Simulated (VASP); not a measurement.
Write the native input for VASP 6.6.1 that does the following.

```
Task                   : single point
Functional             : PBE
Potentials or basis    : VASP PAW PBE potentials, release 64 (Ba_sv, Ti_sv, O, H)
Cutoff                 : 520 eV
k mesh                 : 4 × 4 × 4
Occupations            : fermi-dirac, width 0.1 eV
Spin                   : no spin polarisation
Dipole correction      : no
Further INCAR settings : ALGO = Normal; EDIFF = 1e-06; NBANDS = 30
```

The structure of BaTiHO3 (a cell with a defect) lies in POSCAR:

```
BaTiHO3
1.0
    3.9998000000      0.0000000000      0.0000000000
    0.0000000000      3.9998000000      0.0000000000
    0.0000000000      0.0000000000      4.0180000000
Ba Ti O H
1 1 3 1
Direct
    0.0000000000      0.0000000000      0.0000000000
    0.5000000000      0.5000000000      0.4900000000
    0.5000000000      0.5000000000      0.0190000000
    0.5000000000      0.0000000000      0.5170000000
    0.0000000000      0.5000000000      0.5170000000
   -0.2740912046      0.1253932697      0.5049061722
```

The input as run:

INCAR

```
SYSTEM = BaTiHO3
PREC = Accurate ; ENCUT = 520
EDIFF = 1E-6 ; ISMEAR = -1
SIGMA = 0.1 ; LREAL = .FALSE.
LASPH = .TRUE. ; NELM = 120
ALGO = Normal ; ISIF = 2
LWAVE = .FALSE. ; LCHARG = .FALSE.
GGA = PE ; NBANDS = 30
GGA_COMPAT = .FALSE.
```

KPOINTS

```
Automatic mesh
0
G
  4 4 4
  0 0 0
```

Potentials or basis: VASP PAW PBE potentials, release 64 (Ba_sv, Ti_sv, O, H).

The run is started by

```console
$ cat potpaw_PBE.64/Ba_sv/POTCAR potpaw_PBE.64/Ti_sv/POTCAR potpaw_PBE.64/O/POTCAR potpaw_PBE.64/H/POTCAR > POTCAR
$ mpirun -np 1 vasp_std > vasp.out
```

It gave:

The pressure is 18.2 GPa and the largest force is 2.388 eV/Å.

Caveat: the k points lie up to 0.39 Å⁻¹ apart; an odd number of electrons without spin polarisation forces a metal; a magnetic or distorted state may lie lower.

Wall time 71 s on 1 thread of Intel(R) Xeon(R) Platinum 8259CL CPU @ 2.50GHz (Skylake/Cascade Lake) (shared host), peak memory 0.22 GiB.
